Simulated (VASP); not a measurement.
Wanted: the native input for a VASP 6.6.1 run.

- Task: single point
- Functional: PBE
- Potentials or basis: VASP PAW PBE potentials, release 64 (Sn_d, Se)
- Cutoff: 520 eV
- k mesh: 12 × 12 × 12
- Occupations: fermi-dirac, width 0.05 eV
- Spin: no spin polarisation
- Dipole correction: no
- Further INCAR settings: ALGO = Normal; EDIFF = 1e-06; NBANDS = 17

The structure of SnSe (zincblende type) lies in POSCAR:

```
SnSe
1.0
    0.0000000000      3.3203314452      3.3203314452
    3.3203314452      0.0000000000      3.3203314452
    3.3203314452      3.3203314452      0.0000000000
Sn Se
1 1
Direct
    0.0000000000      0.0000000000      0.0000000000
    0.2500000000      0.2500000000      0.2500000000
```

The input as run:

INCAR

```
PREC = Accurate ; ENCUT = 520
EDIFF = 1E-6 ; ISMEAR = -1
SIGMA = 0.05 ; LREAL = F
LASPH = T ; NELM = 80
ALGO = Normal ; ISIF = 2
LWAVE = F ; LCHARG = F
GGA = PE ; NBANDS = 17
```

KPOINTS

```
regular mesh
0
Gamma
  12 12 12
```

Potentials or basis: VASP PAW PBE potentials, release 64 (Sn_d, Se).

Launch:

```sh
$ cat potpaw_PBE.64/Sn_d/POTCAR potpaw_PBE.64/Se/POTCAR > POTCAR
$ mpirun -np 1 vasp_std > vasp.out
```

Results of the run:

The pressure is 2.1 GPa. The band gap on the k mesh is zero (bands 10 and 11 overlap by 0.16 eV).

Caveat: semilocal functionals underestimate gaps, so a narrow gap can read as zero; spin-orbit coupling is left out, which moves the levels of the heavy elements.

Wall time 34 s on 1 thread of Intel(R) Xeon(R) 6975P-C (Granite Rapids) (shared host), peak memory 0.26 GiB.
